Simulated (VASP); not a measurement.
# TiH (P4_2/mmc) in VASP: further runs

The runs below take TiH through single point, with LDA.

Program: VASP 6.6.1. These are calculated values, not measurements. Logs are shortened: lines on timing, memory, paths and dates and some standing lists are left out, and cuts for length are marked.

## (1) The cell of the first run

Symmetry: P4_2/mmc, No. 131, tetragonal system. Conventional cell: a = 2.947 Å, b = 2.947 Å, c = 4.568 Å, α = 90.00°, β = 90.00°, γ = 90.00°. Ti (site symmetry mmm) has 4 H at 1.86 Å within 2.5 Å. Within 2.5 Å of H (site symmetry -4m2) lie 4 Ti at 1.86 Å and 2 H at 2.28 Å.

## (2) Single point, LDA

Input file INCAR:

```
SYSTEM = TiH
PREC     = Accurate       ! precision mode
ENCUT    = 500            ! plane-wave cutoff, eV
EDIFF    = 1E-6           ! SCF threshold, eV
ISMEAR   = -1             ! smearing method
SIGMA    = 0.1            ! smearing width, eV
LREAL    = .FALSE.        ! projectors in reciprocal space
LASPH    = .TRUE.         ! aspherical terms in the spheres
NELM     = 120            ! most SCF steps
ALGO     = Normal         ! electronic algorithm
ISIF     = 2              ! what is computed and relaxed
LWAVE    = .FALSE.        ! write WAVECAR
LCHARG   = .TRUE.         ! write CHGCAR
GGA      = CA             ! functional
LELF     = .TRUE.         ! ELF
LVHAR    = .TRUE.       
NBANDS   = 21             ! bands
GGA_COMPAT= .FALSE.
```

Input file KPOINTS:

```
regular mesh
0
G
  5 5 3
  0 0 0
```

Input file POSCAR:

```
TiH
1.0
    2.9474930000      0.0000000000      0.0000000000
    0.0000000000      2.9474930000      0.0000000000
    0.0000000000      0.0000000000      4.5681400000
Ti H
2 2
Direct
    0.5000000000      0.0000000000      0.5000000000
    0.0000000000      0.5000000000      0.0000000000
    0.0000000000      0.0000000000      0.2500000000
    0.0000000000      0.0000000000      0.7500000000
```

Potentials or basis: VASP PAW LDA potentials, release 64 (Ti_sv, H).

Launch:

```console
> cat potpaw_LDA.64/Ti_sv/POTCAR potpaw_LDA.64/H/POTCAR > POTCAR
> mpirun -np 1 vasp_std > vasp.out
```

OUTCAR:

```text
SYSTEM = TiH
   PREC = Accurate
   ENCUT = 500
   EDIFF = 1E-6
   ISMEAR = -1
   LREAL = .FALSE.
   LASPH = .TRUE.
   NELM = 120
   ISIF = 2
   GGA = CA

 ion  position               nearest neighbor table
   1  0.500  0.000  0.500-   3 1.86   4 1.86   3 1.86   4 1.86
   2  0.000  0.500  0.000-   3 1.86   4 1.86   3 1.86   4 1.86
   3  0.000  0.000  0.250-   1 1.86   2 1.86   2 1.86   1 1.86
   4  0.000  0.000  0.750-   1 1.86   2 1.86   2 1.86   1 1.86

  LATTYP: Found a simple tetragonal cell.
 ALAT       =     2.9474930000
 C/A-ratio  =     1.5498391345

  Lattice vectors:

 A1 = (   2.9474930000,   0.0000000000,   0.0000000000)
 A2 = (   0.0000000000,   2.9474930000,   0.0000000000)
 A3 = (   0.0000000000,   0.0000000000,   4.5681400000)

Analysis of symmetry for initial positions (statically):
=====================================================================
 Subroutine PRICEL returns:
 Original cell was already a primitive cell.

 Routine SETGRP: Setting up the symmetry group for a
 simple tetragonal supercell.

 Subroutine GETGRP returns: Found 16 space group operations
 (whereof  8 operations were pure point group operations)
 out of a pool of 16 trial point group operations.

The static configuration has the point symmetry D_2h.
 The point group associated with its full space group is D_4h.

Analysis of symmetry for dynamics (positions and initial velocities):
=====================================================================
 Subroutine PRICEL returns:
 Original cell was already a primitive cell.

 Routine SETGRP: Setting up the symmetry group for a
 simple tetragonal supercell.

 Subroutine GETGRP returns: Found 16 space group operations
 (whereof  8 operations were pure point group operations)
 out of a pool of 16 trial point group operations.

The dynamic configuration has the point symmetry D_2h.
 The point group associated with its full space group is D_4h.

 Subroutine INISYM returns: Found 16 space group operations
 (whereof  8 operations are pure point group operations),
 and found     1 'primitive' translations

----------------------------------------------------------------------------------------
[... 77 lines left out ...]
   ICHARG =      2    charge: 1-file 2-atom 10-const
   ISPIN  =      1    spin polarized calculation?
   LNONCOLLINEAR =      F non collinear calculations
   LSORBIT =      F    spin-orbit coupling
   LASPH  =      T    aspherical Exc in radial PAW
   ENCUT  =  500.0 eV  36.75 Ry    6.06 a.u.   5.37  5.37  8.33*2*pi/ulx,y,z
   NELM   =    120;   NELMIN=  2; NELMDL= -5     # of ELM steps
   EDIFF  = 0.1E-05   stopping-criterion for ELM
   LREAL  =      F    real-space projection
   EDIFFG = 0.1E-04   stopping-criterion for IOM
   NSW    =      0    number of steps for IOM
   IBRION =     -1    ionic relax: 0-MD 1-quasi-New 2-CG
   NFREE  =      0    steps in history (QN), initial steepest desc. (CG)
   ISIF   =      2    stress and relaxation
   ISYM   =      2    0-nonsym 1-usesym 2-fastsym
   POTIM  = 0.5000    time-step for ionic-motion
   TEBEG  =    0.0;   TEEND  =   0.0 temperature during run
   PSTRESS=    0.0 pullay stress
   NELECT =      26.0000    total number of electrons
   NUPDOWN=      -1.0000    fix difference up-down
   EMIN   =  10.00;   EMAX   =-10.00  energy-range for DOS
   EFERMI =   0.00;   METHOD = LEGACY
   ISMEAR =    -1;   SIGMA  =   0.10  broadening in eV -4-tet -1-fermi 0-gaus
   EFERMI_NEDOS =   21; number of points for ismear=-14 and -15
   IALGO  =     38    algorithm
   IMIX   =      4    mixing-type and parameters
     AMIX     =   0.40;   BMIX     =  1.00
     AMIX_MAG =   1.60;   BMIX_MAG =  1.00
  volume/ion in A,a.u.               =       9.92        66.95
  Fermi-wavevector in a.u.,A,eV,Ry     =   1.421841  2.686889 27.505961  2.021631
  Thomas-Fermi vector in A             =   2.542608
   LORBIT       =      0    0 simple, 1 ext, 2 COOP (PROOUT), +10 PAW based schemes
   GGA     = CA    functional components
   LHFCALC =     F    Hartree Fock is set to
   AEXX    =    0.0000 exact exchange contribution
   IVDW    =     0    specifies the selected vdW correction
   LEPSILON=     F    determine dielectric tensor
   LRPA    =     F    only Hartree local field effects (RPA)
 non-spin polarized calculation
  energy-cutoff  :      500.00
  volume of cell :       39.69
 maximum number of plane-waves:      1025
 NGX is ok and might be reduce to    24
   NGX = 11   NGY = 11   NGZ = 17

 number of electron      25.9999998 magnetization

 Free energy of the ion-electron system (eV)
  ---------------------------------------------------
  ext. energy  EPLUGINS =         0.00000000
  ---------------------------------------------------
  free energy    TOTEN  =       -25.85172333 eV

  energy without entropy =      -25.78005891  energy(sigma->0) =      -25.81589112

 E-fermi :   7.3848     XC(G=0): -11.7254

 val. band max:        7.3471643541   @ k =   0.0000   0.0000   0.0000
 cond. band min:       7.4665596799   @ k =   0.4000   0.0000   0.0000
 fundamental gap:      0.1193953258
 Fermi energy:         7.3847994015

 k-point     1 :       0.0000    0.0000    0.0000
  band No.  band energies     occupation
      1     -48.8995      2.00000
      2     -48.8111      2.00000
      3     -25.7566      2.00000
      4     -25.3978      2.00000
      5     -25.3978      2.00000
      6     -25.2999      2.00000
[... 277 lines left out ...]
     20      12.6162      0.00000
     21      13.0232      0.00000

------------------------ aborting loop because EDIFF is reached ----------------------------------------

  FORCE on cell =-STRESS in cart. coord.  units (eV):
  Direction    XX          YY          ZZ          XY          YZ          ZX
  --------------------------------------------------------------------------------------
  -------------------------------------------------------------------------------------
  Total       -1.7454121     -1.7454121     -1.4923004      0.0000000      0.0000000      0.0000000
  in kB      -70.4633982    -70.4633982    -60.2451188      0.0000000      0.0000000      0.0000000
  external PRESSURE =     -67.0573051 kB  Pullay stress =       0.0000000 kB

 VOLUME and BASIS-vectors are now :
 -----------------------------------------------------------------------------
  energy-cutoff  :      500.00
  volume of cell :       39.69
      direct lattice vectors                 reciprocal lattice vectors
     2.947493000  0.000000000  0.000000000     0.339271374  0.000000000  0.000000000
     0.000000000  2.947493000  0.000000000     0.000000000  0.339271374  0.000000000
     0.000000000  0.000000000  4.568140000     0.000000000  0.000000000  0.218907477

 POSITION                                       TOTAL-FORCE (eV/Angst)
 -----------------------------------------------------------------------------------
      1.47375      0.00000      2.28407         0.000000     -0.000000      0.000000
      0.00000      1.47375      0.00000         0.000000     -0.000000      0.000000
      0.00000      0.00000      1.14203         0.000000     -0.000000      0.000000
      0.00000      0.00000      3.42610         0.000000      0.000000     -0.000000
 -----------------------------------------------------------------------------------
    total drift:                                0.000000      0.000000     -0.000000

  FREE ENERGIE OF THE ION-ELECTRON SYSTEM (eV)
  ---------------------------------------------------
  free  energy   TOTEN  =       -25.8517233271 eV

  energy  without entropy=      -25.7800589074  energy(sigma->0) =      -25.81589112
```

OSZICAR:

```text
N       E                     dE             d eps       ncg     rms          rms(c)
DAV:   1     0.272073015274E+03    0.27207E+03   -0.13248E+04   504   0.146E+03
DAV:   2     0.587440215808E+00   -0.27149E+03   -0.26467E+03   514   0.427E+02
DAV:   3    -0.281242136678E+02   -0.28712E+02   -0.28424E+02   929   0.120E+02
DAV:   4    -0.298566297998E+02   -0.17324E+01   -0.17264E+01   624   0.268E+01
DAV:   5    -0.299217103600E+02   -0.65081E-01   -0.65077E-01   746   0.421E+00    0.160E+01
DAV:   6    -0.259855635235E+02    0.39361E+01   -0.11781E+01   581   0.344E+01    0.341E+00
DAV:   7    -0.258594456681E+02    0.12612E+00   -0.12966E+00   744   0.616E+00    0.201E+00
DAV:   8    -0.258494224626E+02    0.10023E-01   -0.13479E-01   591   0.384E+00    0.789E-01
DAV:   9    -0.258515430881E+02   -0.21206E-02   -0.25642E-02   687   0.109E+00    0.258E-01
DAV:  10    -0.258516581464E+02   -0.11506E-03   -0.28913E-03   645   0.539E-01    0.762E-02
DAV:  11    -0.258517375447E+02   -0.79398E-04   -0.24034E-04   681   0.136E-01    0.306E-02
DAV:  12    -0.258517241932E+02    0.13351E-04   -0.38739E-05   595   0.512E-02    0.881E-03
DAV:  13    -0.258517233271E+02    0.86609E-06   -0.23449E-06   512   0.132E-02
   1 F= -.25851723E+02 E0= -.25815891E+02  d E =-.716644E-01
```

stdout:

```text
POSCAR found type information on POSCAR TiH
 POSCAR found :  2 types and       4 ions
 scaLAPACK will be used
 LDA part: xc-table for (Slater(with rela. corr.)+CA(PZ))
 , standard interpolation
 POSCAR, INCAR and KPOINTS ok, starting setup
 FFT: planning ... GRIDC
 FFT: planning ... GRID_SOFT
 FFT: planning ... GRID
 WAVECAR not read
 entering main loop
```

It took 11 s on 1 thread of Intel Xeon Platinum 8259CL at 2.50GHz (Skylake/Cascade Lake), shared host; peak memory 0.13 GiB.

What came out:

```yaml
Free_energy: -25.8517 eV
Pressure: -6.7 GPa
Band_gap_on_the_k_mesh: zero (bands 13 and 14 overlap by 0.02 eV)
```

Caveat: the k points lie up to 0.46 Å⁻¹ apart.

## (3) Single point, LDA

Input file INCAR:

```
ALGO     = Normal         # electronic algorithm
EDIFF    = 1E-6           # SCF threshold, eV
ENCUT    = 500            # plane-wave cutoff, eV
GGA      = CA             # functional
GGA_COMPAT= False        
ISIF     = 2              # what is computed and relaxed
ISMEAR   = -1             # smearing method
LASPH    = True           # aspherical terms in the spheres
LCHARG   = True           # write CHGCAR
LELF     = True           # ELF
LREAL    = False          # projectors in reciprocal space
LVHAR    = True         
LWAVE    = False          # write WAVECAR
NBANDS   = 21             # bands
NELM     = 120            # most SCF steps
PREC     = Accurate       # precision mode
SIGMA    = 0.1            # smearing width, eV
```

Input file KPOINTS:

```
k-points
0
Gamma
  5 5 3
```

POSCAR is that of step 2.

Potentials or basis: VASP PAW LDA potentials, release 64 (Ti_sv, H).

Launch:

```console
> cat potpaw_LDA.64/Ti_sv/POTCAR potpaw_LDA.64/H/POTCAR > POTCAR
> mpirun -np 1 vasp_std > vasp.out
```

Run time: 10 s. Hardware: 1 thread of Intel Xeon Platinum 8259CL at 2.50GHz (Skylake/Cascade Lake), shared host; peak memory 0.13 GiB.

Results (log left out):

- Free energy: -25.8517 eV
- Pressure: -6.7 GPa
- Band gap on the k mesh: zero (bands 13 and 14 overlap by 0.02 eV)

Stress tensor (GPa, compression positive):
```
-7.05  0.00  0.00
 0.00 -7.05  0.00
 0.00  0.00 -6.02
```

Levels at points of the mesh, in eV from the Fermi level:
```
           k point  band 9  band 10  band 11  band 12  band 13  band 14  band 15  band 16  band 17  band 18
(0.00, 0.00, 0.00)   -9.08    -3.74    -2.73    -2.40    -0.04     0.50     0.50     1.49     2.30     2.94
```

Caveat: the k points lie up to 0.46 Å⁻¹ apart.
